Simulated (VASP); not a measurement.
# Be16HS16 (a cell with a defect) in VASP: a series of runs

Be16HS16 (a cell with a defect) is run at these levels: PBE; tasks: relaxation of the atoms, single point.

Everything below comes from runs of VASP 6.6.1. Logs are shortened: lines on timing, memory, paths and dates and some standing lists are left out, and cuts for length are marked.

## (1) The cell of the first run

The cell holds a defect, 33 atoms: a = 8.446 Å, b = 8.446 Å, c = 8.446 Å, α = 109.47°, β = 109.47°, γ = 109.47°.

## (2) Relaxation of the atoms, PBE (with an interstitial atom)

Input file INCAR:

```
ALGO = Normal ; EDIFF = 1E-6
EDIFFG = -0.025 ; ENCUT = 520
GGA = PE ; IBRION = 2
ISIF = 2 ; ISMEAR = 0
LASPH = T ; LCHARG = F
LREAL = Auto ; LWAVE = F
NELECT = 130.0 ; NELM = 80
NSW = 65 ; PREC = Accurate
SIGMA = 0.01
```

Input file KPOINTS:

```
Automatic mesh
0
Gamma
  2 2 2
  0.5 0.5 0.5
```

Input file POSCAR:

```
Be16HS16
1.0
    4.8761188970      4.8761188970      4.8761188970
   -4.8761188970     -4.8761188970      4.8761188970
    4.8761188970     -4.8761188970     -4.8761188970
Be S H
16 16 1
Direct
    0.7515531365      0.2501610584      0.0000000000
    0.0029287133      0.0000000000      0.0000000000
    0.7484468635      0.4984468635      0.7486079219
   -0.0001610584      0.2513920781      0.7498389416
    0.2500000000      0.0000000000      0.7529287133
    0.2500000000      0.7529287133      0.0000000000
    0.5001610584      0.5015531365      0.0000000000
    0.7515531365      0.0000000000      0.2501610584
    0.7484468635      0.7486079219      0.4984468635
   -0.0013920781      0.4984468635      0.4984468635
    0.2500000000      0.2501610584      0.5015531365
    0.5001610584      0.0000000000      0.5015531365
    0.5013920781      0.7498389416      0.7498389416
   -0.0001610584      0.7498389416      0.2513920781
    0.2500000000      0.5015531365      0.2501610584
    0.4970712867      0.2470712867      0.2470712867
    0.7500000000      0.2500000000      0.7500000000
   -0.0029930345      0.0000000000      0.7470069655
    0.7487420104      0.4987420104      0.4987420104
    0.0000000000      0.2500000000      0.5000000000
    0.2500000000      0.0000000000      0.5012579896
    0.2500000000      0.7470069655      0.7470069655
    0.5000000000      0.5000000000      0.7500000000
    0.7512579896      0.0000000000      0.0000000000
    0.7500000000      0.7500000000      0.2500000000
    0.0000000000      0.5000000000      0.2500000000
    0.2500000000      0.2529930345      0.2529930345
    0.5029930345      0.0000000000      0.2529930345
    0.5000000000      0.7500000000      0.5000000000
   -0.0029930345      0.7470069655      0.0000000000
    0.2500000000      0.5012579896      0.0000000000
    0.5029930345      0.2529930345      0.0000000000
    0.2500000000      0.0000000000      0.0000000000
```

Potentials or basis: VASP PAW PBE potentials, release 64 (Be, S, H).

The run is started by

```sh
$ cat potpaw_PBE.64/Be/POTCAR potpaw_PBE.64/S/POTCAR potpaw_PBE.64/H/POTCAR > POTCAR
$ mpirun -np 1 vasp_std > vasp.out
```

OUTCAR:

```text
EDIFF = 1E-6
   EDIFFG = -0.025
   ENCUT = 520
   GGA = PE
   IBRION = 2
   ISIF = 2
   ISMEAR = 0
   LASPH = T
   LREAL = Auto
   NELECT = 130.0
   NELM = 80
   NSW = 65
   PREC = Accurate

 ion  position               nearest neighbor table
   1  0.752  0.250  0.000-  17 2.11  26 2.11  32 2.11  24 2.11
   2  0.003  0.000  0.000-  18 2.12  27 2.12  30 2.12  24 2.13
   3  0.748  0.498  0.749-  17 2.11  23 2.11  30 2.11  19 2.11
   4  1.000  0.251  0.750-  17 2.11  20 2.11  18 2.11  31 2.11
   5  0.250  0.000  0.753-  18 2.12  22 2.12  32 2.12  21 2.13
   6  0.250  0.753  0.000-  22 2.12  28 2.12  30 2.12  31 2.13
[... 24 lines left out ...]
  31  0.250  0.501  0.000-   7 2.11  15 2.11   4 2.11   6 2.13
  32  0.503  0.253  0.000-   1 2.11   7 2.11   5 2.12  16 2.12
  33  0.250  0.000  0.000-

  LATTYP: Found a body centered cubic cell.
 ALAT       =     9.7522377940

  Lattice vectors:

 A1 = (   4.8761188970,   4.8761188970,   4.8761188970)
 A2 = (  -4.8761188970,  -4.8761188970,   4.8761188970)
 A3 = (   4.8761188970,  -4.8761188970,  -4.8761188970)

Analysis of symmetry for initial positions (statically):
=====================================================================
 Subroutine PRICEL returns:
 Original cell was already a primitive cell.

 Routine SETGRP: Setting up the symmetry group for a
 body centered cubic supercell.

 Subroutine GETGRP returns: Found 24 space group operations
 (whereof  6 operations were pure point group operations)
 out of a pool of 48 trial point group operations.

The static configuration has the point symmetry C_3v.
 The point group associated with its full space group is T_d .

Analysis of symmetry for dynamics (positions and initial velocities):
=====================================================================
 Subroutine PRICEL returns:
 Original cell was already a primitive cell.

 Routine SETGRP: Setting up the symmetry group for a
 body centered cubic supercell.

 Subroutine GETGRP returns: Found 24 space group operations
 (whereof  6 operations were pure point group operations)
 out of a pool of 48 trial point group operations.

The dynamic configuration has the point symmetry C_3v.
 The point group associated with its full space group is T_d .

 Subroutine INISYM returns: Found 24 space group operations
 (whereof  6 operations are pure point group operations),
 and found     1 'primitive' translations

----------------------------------------------------------------------------------------

                                     Primitive cell

  volume of cell :     463.7489
[... 159 lines left out ...]
 conjugate gradient relaxation of ions
 non-spin polarized calculation
 Gauss-broadening in eV      SIGMA  =   0.01
  energy-cutoff  :      520.00
  volume of cell :      463.75
 maximum number of plane-waves:     12532
 NGX is ok and might be reduce to    64
   NGX = 31   NGY = 31   NGZ = 31

--------------------------------------- Ionic step        1  -------------------------------------------

 number of electron     129.9999996 magnetization

 Free energy of the ion-electron system (eV)
  ---------------------------------------------------
  ext. energy  EPLUGINS =         0.00000000
  ---------------------------------------------------
  free energy    TOTEN  =      -155.07104384 eV

  energy without entropy =     -155.07104384  energy(sigma->0) =     -155.07104384

------------------------ aborting loop because EDIFF is reached ----------------------------------------

  FORCE on cell =-STRESS in cart. coord.  units (eV):
  Direction    XX          YY          ZZ          XY          YZ          ZX
  --------------------------------------------------------------------------------------
  -------------------------------------------------------------------------------------
  Total       10.6664586     10.6664586     10.6664586      0.0000000      0.0000000      0.0000000
  in kB       36.8508901     36.8508901     36.8508901      0.0000000      0.0000000      0.0000000
  external PRESSURE =      36.8508901 kB  Pullay stress =       0.0000000 kB
[... 182 lines left out ...]
  FREE ENERGIE OF THE ION-ELECTRON SYSTEM (eV)
  ---------------------------------------------------
  free  energy   TOTEN  =      -155.4676556312 eV

  energy  without entropy=     -155.4676556312  energy(sigma->0) =     -155.46765563

[... ionic steps 4 to 7 ...]

--------------------------------------- Ionic step        8  -------------------------------------------

 number of electron     129.9999996 magnetization

------------------------ aborting loop because EDIFF is reached ----------------------------------------
[... 129 lines left out ...]
--------------------------------------- Ionic step       10  -------------------------------------------

 number of electron     129.9999996 magnetization

 Free energy of the ion-electron system (eV)
  ---------------------------------------------------
  ext. energy  EPLUGINS =         0.00000000
  ---------------------------------------------------
  free energy    TOTEN  =      -155.71011855 eV

  energy without entropy =     -155.71011855  energy(sigma->0) =     -155.71011855

 E-fermi :   4.6543     XC(G=0):  -9.7398

 val. band max:        4.5822543328   @ k =  -0.2500   0.2500   0.2500
 cond. band min:       7.8826350292   @ k =  -0.2500   0.2500   0.2500
 fundamental gap:      3.3003806964
 Fermi energy:         4.6542784641

 k-point     1 :       0.2500    0.2500    0.2500
  band No.  band energies     occupation
      1      -8.9604      2.00000
      2      -8.9604      2.00000
      3      -8.9604      2.00000
      4      -8.9174      2.00000
      5      -7.8956      2.00000
      6      -7.8956      2.00000
[... 69 lines left out ...]
     76       9.0966      0.00000
     77       9.3240      0.00000

 k-point     2 :      -0.2500    0.2500    0.2500
  band No.  band energies     occupation
      1      -9.3698      2.00000
      2      -8.6584      2.00000
      3      -8.6176      2.00000
      4      -8.4667      2.00000
      5      -8.4667      2.00000
      6      -8.1449      2.00000
[... 69 lines left out ...]
     76       9.6898      0.00000
     77       9.8581      0.00000
 [bands above 77 left out]

------------------------ aborting loop because EDIFF is reached ----------------------------------------

  FORCE on cell =-STRESS in cart. coord.  units (eV):
  Direction    XX          YY          ZZ          XY          YZ          ZX
  --------------------------------------------------------------------------------------
  -------------------------------------------------------------------------------------
  Total       12.4055658     12.4055658     12.4055658      0.0000000      0.0000000     -0.0000000
  in kB       42.8592245     42.8592245     42.8592245      0.0000000      0.0000000     -0.0000000
  external PRESSURE =      42.8592245 kB  Pullay stress =       0.0000000 kB
[... 48 lines left out ...]
  FREE ENERGIE OF THE ION-ELECTRON SYSTEM (eV)
  ---------------------------------------------------
  free  energy   TOTEN  =      -155.7101185541 eV

  energy  without entropy=     -155.7101185541  energy(sigma->0) =     -155.71011855

 reached required accuracy - stopping structural energy minimisation
```

OSZICAR:

```text
N       E                     dE             d eps       ncg     rms          rms(c)
DAV:   1     0.618886155601E+03    0.61889E+03   -0.56434E+04   328   0.139E+03
DAV:   2    -0.977102274672E+02   -0.71660E+03   -0.68840E+03   436   0.241E+02
DAV:   3    -0.156926130167E+03   -0.59216E+02   -0.58848E+02   392   0.774E+01
[... 92 lines left out ...]
DAV:   1    -0.155709998462E+03   -0.31214E-03   -0.23843E-02   332   0.435E-01    0.102E-01
DAV:   2    -0.155710125609E+03   -0.12715E-03   -0.17592E-03   400   0.115E-01    0.454E-02
DAV:   3    -0.155710121364E+03    0.42445E-05   -0.37291E-05   400   0.224E-02    0.269E-02
DAV:   4    -0.155710118450E+03    0.29141E-05   -0.10973E-05   392   0.942E-03    0.161E-02
DAV:   5    -0.155710118554E+03   -0.10407E-06   -0.47173E-06   368   0.622E-03
  10 F= -.15571012E+03 E0= -.15571012E+03  d E =-.431708E-03
```

CONTCAR:

```text
Be16HS16
   1.00000000000000
     4.8761188969999996    4.8761188969999996    4.8761188969999996
    -4.8761188969999996   -4.8761188969999996    4.8761188969999996
     4.8761188969999996   -4.8761188969999996   -4.8761188969999996
  Be              S               H
    16    16     1
Direct
     0.7532038387608178    0.2481895122253262    1.0000000000000000
     0.0366431668965131    0.0000000000000000    0.0000000000000000
     0.7467961612391822    0.4967961612391822    0.7449856734645084
     0.0018104877746739    0.2550143265354916    0.7518104877746739
     0.2500000000000000    0.0000000000000000    0.7866431668965133
     0.2500000000000000    0.7866431668965133    0.0000000000000000
[... 25 lines left out ...]
     0.5092698782925690    0.2592698782925690    0.0000000000000000
     0.2500000000000000    0.0000000000000000    0.0000000000000000

  0.00000000E+00  0.00000000E+00  0.00000000E+00
  0.00000000E+00  0.00000000E+00  0.00000000E+00
  0.00000000E+00  0.00000000E+00  0.00000000E+00
  0.00000000E+00  0.00000000E+00  0.00000000E+00
  0.00000000E+00  0.00000000E+00  0.00000000E+00
  0.00000000E+00  0.00000000E+00  0.00000000E+00
[... 25 lines left out ...]
  0.00000000E+00  0.00000000E+00  0.00000000E+00
  0.00000000E+00  0.00000000E+00  0.00000000E+00
```

It took 36 min on 1 thread of Intel Xeon 8259CL, shared host; peak memory 0.65 GiB.

What came out:

* Free energy: -155.7101 eV
* Energy gained by relaxing: 19.4 meV/atom
* Ionic steps: 10
* Largest force after relaxing: 0.009 eV/Å

Forces on the atoms (eV/Å):
```
Be   0.002  0.002  0.004
Be  -0.005 -0.005 -0.005
Be  -0.002  0.002 -0.004
Be  -0.004 -0.002  0.002
Be  -0.005  0.005  0.005
Be   0.005  0.005 -0.005
Be  -0.002 -0.002  0.004
Be   0.004  0.002  0.002
Be  -0.004  0.002 -0.002
Be  -0.002  0.004 -0.002
Be   0.002 -0.004 -0.002
Be   0.004 -0.002 -0.002
Be   0.002  0.004  0.002
Be   0.002 -0.002 -0.004
Be  -0.002 -0.004  0.002
Be   0.005 -0.005  0.005
S    0.000  0.000  0.000
S   -0.002  0.000  0.000
S   -0.001  0.001 -0.001
S    0.000  0.000  0.000
S    0.001 -0.001 -0.001
S    0.000  0.002  0.000
S    0.000  0.000  0.000
S    0.001  0.001  0.001
S    0.000  0.000  0.000
S    0.000  0.000  0.000
S    0.000 -0.002  0.000
S    0.002  0.000  0.000
S    0.000  0.000  0.000
S    0.000  0.000 -0.002
S   -0.001 -0.001  0.001
S    0.000  0.000  0.002
H    0.000  0.000  0.000
```

Step by step:
```
step  energy change (eV)  largest force (eV/Å)  pressure (GPa)
   1              0.0000                1.1138            3.69
   2             -0.2782                0.7599            3.81
   3             -0.3966                0.4205            4.03
   4             -0.5096                0.2918            4.09
   5             -0.5909                0.2898            4.31
   6             -0.6352                0.0944            4.34
   7             -0.6353                0.0987            4.34
   8             -0.6384                0.0293            4.31
   9             -0.6386                0.0258            4.30
  10             -0.6391                0.0095            4.29
```

Final structure:
```xyz
33
Lattice="4.8761 4.8761 4.8761 -4.8761 -4.8761 4.8761 4.8761 -4.8761 -4.8761" Properties=species:S:1:pos:R:3 pbc="T T T"
Be    7.3386   -2.4136    0.0068
Be    0.1787    0.1787    0.1787
Be    4.8517   -2.4136    2.4313
Be    2.4313   -4.9006   -2.4136
Be    5.0548   -2.6167   -2.6167
Be   -2.6167   -2.6167    5.0548
Be   -0.0244   -0.0244    4.8829
Be    4.8829    2.4625    2.4625
Be    2.4313   -2.4136    4.8517
Be    4.8517    0.0068    4.8517
Be    2.4625   -2.4449   -0.0244
Be    4.8829   -0.0244   -0.0244
Be    2.4625   -4.8693    2.4625
Be   -2.4136   -4.9006    2.4313
Be   -0.0244   -2.4449    2.4625
Be    2.2594    0.1787    2.2594
S     6.0951   -1.2190    1.2190
S     8.4428    1.2190    1.2190
S     3.6355   -1.1975    3.6355
S     1.2190   -3.6571   -1.2190
S     3.6786   -1.2406   -1.2406
S     1.2190   -6.0047    1.2190
S     3.6571   -3.6571    1.2190
S     3.6786    3.6786    3.6786
S     1.2190   -1.2190    6.0951
S    -1.2190   -3.6571    1.2190
S     1.2190   -1.3094    1.2190
S     3.7475    1.2190    1.2190
S     1.2190   -3.6571    3.6571
S     1.2190    1.2190    8.4428
S    -1.2406   -1.2406    3.6786
S     1.2190    1.2190    3.7475
H     1.2190    1.2190    1.2190
```

Caveat: the cell carries a net charge on a neutralising background, which shifts energy and pressure; the cell differs from its parent crystal (with an interstitial atom); the cell is charged against a uniform background, so pressure and absolute levels hang on convention.

(Part 1 of 2 ends here.)
